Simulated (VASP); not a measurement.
Input of a VASP 6.6.1 run:

Contents of INCAR:

```
SYSTEM = Ir
PREC     = Accurate       ! precision mode
ENCUT    = 520            ! plane-wave cutoff, eV
EDIFF    = 1E-6           ! SCF threshold, eV
ISMEAR   = -1             ! smearing method
SIGMA    = 0.05           ! smearing width, eV
LREAL    = .False.        ! projectors in reciprocal space
LASPH    = .True.         ! aspherical terms in the spheres
NELM     = 80             ! most SCF steps
ALGO     = Normal         ! electronic algorithm
ISIF     = 2              ! what is computed and relaxed
LWAVE    = .False.        ! write WAVECAR
LCHARG   = .True.         ! write CHGCAR
GGA      = PS             ! functional
LELF     = .True.         ! ELF
LVHAR    = .True.       
NBANDS   = 10             ! bands
```

The input KPOINTS:

```
Automatic mesh
0
Gamma
  12 12 12
  0 0 0
```

POSCAR

```
Ir
1.0
    0.0000000000      1.9027432368      1.9027432368
    1.9027432368      0.0000000000      1.9027432368
    1.9027432368      1.9027432368      0.0000000000
Ir
1
Direct
    0.0000000000      0.0000000000      0.0000000000
```

Potentials or basis: VASP PAW PBE potentials, release 64 (Ir).

Run with:

```bash
$ cat potpaw_PBE.64/Ir/POTCAR > POTCAR
$ mpirun -np 1 vasp_std > vasp.out
```

(1) Estimate the pressure.

Results:

(1) 8.6 GPa.

Caveat: the PAW data sets were made with another functional, which shifts forces and pressure a little.
